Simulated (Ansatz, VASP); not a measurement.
**KCl in VASP and in Ansatz**

```
K Cl
1.0
     0.00000    3.10931    3.14485
     3.10931    0.00000    3.14485
     3.10931    3.10931    0.00000
K Cl
1 1
Direct
  0.00000 0.00000 0.00000
  0.50000 0.50000 0.50000
```

Change from the starting cell: biaxial_xy strain -1.1%.

Alike in both runs: task single point; functional r2SCAN; k mesh 8 × 8 × 8; no spin polarisation.

|  | VASP | Ansatz |
| --- | --- | --- |
| version | VASP 6.6.1 | Ansatz 0.2.0 |
| potentials or method | VASP PAW PBE potentials, release 64 (K_sv, Cl) | plane waves, PAW |
| plane-wave cutoff (eV) | 520 | 500 |
| occupations | gaussian, width 0.01 eV | fixed |
| valence electrons in the cell | 16 | 16 |

```csv
,VASP,Ansatz,Ansatz less VASP
gap on the k mesh at the Fermi level (eV),5.91,5.91,-0.003
pressure (GPa),0.5,0.5,+0.01
"traceless stress, the component that is largest in VASP (GPa)",-0.34,-0.34,+0.004
```

VASP's potentials were made for PBE, not for r2SCAN.
